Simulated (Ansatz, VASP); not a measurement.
**One calculation of Ge, two programs**

The input INCAR:

```
SYSTEM = Ge
  PREC = Accurate
  ENCUT = 520
  EDIFF = 1E-6
  ISMEAR = -1
  SIGMA = 0.1
  LREAL = .FALSE.
  LASPH = .TRUE.
  NELM = 100
  ALGO = Normal
  ISIF = 2
  LWAVE = .FALSE.
  LCHARG = .TRUE.
  GGA = CA
  LELF = .TRUE.
  LVHAR = .TRUE.
  NBANDS = 21
```

Contents of KPOINTS:

```
Automatic mesh
0
G
  12 12 12
  0 0 0
```

Contents of POSCAR:

```
Ge
1.0
    0.0000000000      2.6098593666      2.6098593666
    2.6098593666      0.0000000000      2.6098593666
    2.6098593666      2.6098593666      0.0000000000
Ge
2
Direct
   -0.1250000000     -0.1250000000     -0.1250000000
    0.1250000000      0.1250000000      0.1250000000
```

Input for Ansatz:

```yaml
crystal:
  lattice:
    - [0.0, 2.6098593666, 2.6098593666]
    - [2.6098593666, 0.0, 2.6098593666]
    - [2.6098593666, 2.6098593666, 0.0]
  atoms:
    - { symbol: Ge, position: [-0.125, -0.125, -0.125] }
    - { symbol: Ge, position: [0.125, 0.125, 0.125] }
kpoints:
  mp_grid: { grid: [12, 12, 12] }
  band_path:
    path:
      - [0.0, 0.0, 0.0]
      - [0.5, 0.0, 0.5]
      - [0.625, 0.25, 0.625]
      - [0.375, 0.375, 0.75]
      - [0.0, 0.0, 0.0]
      - [0.5, 0.5, 0.5]
      - [0.5, 0.25, 0.75]
      - [0.5, 0.0, 0.5]
    npoints: 8
scf:
  occupations: { method: fermi_dirac, width: 0.1 }
hamiltonian:
  xc: lda
  pseudopotentials: { kind: all_electron, lapw: { basis_error: 0.001 } }
output:
  forces: true
  stress: true
  eigenvalues: true
  populations: true
  dos: { projected: true, de: 0.2, e_range: [-14, 8] }
```

Change from the starting cell: volume scaled by 0.8, LAPW.

Alike in both runs: task single point; functional LDA; k mesh 12 × 12 × 12; occupations fermi-dirac, width 0.1 eV; no spin polarisation.

|  | VASP | Ansatz |
| --- | --- | --- |
| version | VASP 6.6.1 | Ansatz 0.2.0 |
| potentials or method | VASP PAW LDA potentials, release 64 (Ge_d), cutoff 520 eV | all-electron LAPW, scalar-relativistic |

Ansatz gave:

```
pressure (GPa) : 27.1
```

What did VASP give for the same quantities?

Pressure (GPa): 27.3.

LDA's correlation is that of Perdew and Zunger in VASP and of Perdew and Wang (1992) in Ansatz. Ansatz ran all-electron here, and VASP with PAW potentials.
